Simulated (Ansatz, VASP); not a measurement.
Given: the input of a run of Ansatz 0.2.0 on FeO.

The input input.yaml:

```yaml
crystal:
  lattice:
    - [2.559138959, 0.0, 0.0]
    - [0.0, 2.559138959, 0.0]
    - [0.0, 0.0, 2.559138959]
  atoms:
    - { symbol: Fe, position: [0.0, 0.0, 0.0], spin: 3.0 }
    - { symbol: O, position: [0.5, 0.5, 0.5] }
hamiltonian:
  xc: pbe
  pseudopotentials: { kind: paw }
magnetization:
  spin_polarized: true
kpoints:
  mp_grid: { grid: [10, 10, 10] }
scf:
  occupations: { method: fermi_dirac, width: 0.05 }
output:
  forces: true
  stress: true
  eigenvalues: true
```

Potentials or basis: Ansatz PAW.

The run is started by

```console
$ ansatz run input.yaml --threads 1 --pin off --max-ram 3584MiB --backend cpu --events-out ev --progress --plain --runs-dir out
```

Q: Set up the same calculation for VASP 6.6.1. Potentials there: VASP PAW PBE potentials, release 64 (Fe_sv, O).

A: As run (the cutoff follows the program's own potentials):

File INCAR:

```
SYSTEM = FeO
ALGO = Normal ; EDIFF = 1E-6
ENCUT = 600 ; GGA = PE
GGA_COMPAT = .FALSE. ; ISIF = 2
ISMEAR = -1 ; ISPIN = 2
LASPH = .TRUE. ; LCHARG = .FALSE.
LMAXMIX = 4 ; LORBIT = 11
LREAL = .FALSE. ; LWAVE = .FALSE.
MAGMOM = 3 0 ; NBANDS = 22
NELM = 200 ; PREC = Accurate
SIGMA = 0.05
```

Contents of KPOINTS:

```
k-points
0
G
  10 10 10
  0 0 0
```

The input POSCAR:

```
FeO
1.0
    2.5591389590      0.0000000000      0.0000000000
    0.0000000000      2.5591389590      0.0000000000
    0.0000000000      0.0000000000      2.5591389590
Fe O
1 1
Direct
    0.0000000000      0.0000000000      0.0000000000
    0.5000000000      0.5000000000      0.5000000000
```

Potentials or basis: VASP PAW PBE potentials, release 64 (Fe_sv, O).

Launch:

```console
$ cat potpaw_PBE.64/Fe_sv/POTCAR potpaw_PBE.64/O/POTCAR > POTCAR
$ mpirun -np 1 vasp_std > vasp.out
```

Both were run:

|  | VASP | Ansatz | Ansatz less VASP |
| --- | --- | --- | --- |
| gap on the k mesh at the Fermi level (eV) | none | none | - |
| pressure (GPa) | 23.0 | 25.8 | +2.81 |
| net moment per atom (μB) | 1.99 | 1.99 | +0.001 |
| size of the moment on the site where the two differ most (μB) | 0.38 | 0.41 | +0.033 |

Site moments also hang on the region over which each program counts them. A gap of «none» marks a metal or a gap that the smearing closes. With one functional, cell and mesh, what is left measures potentials, basis and numerics.
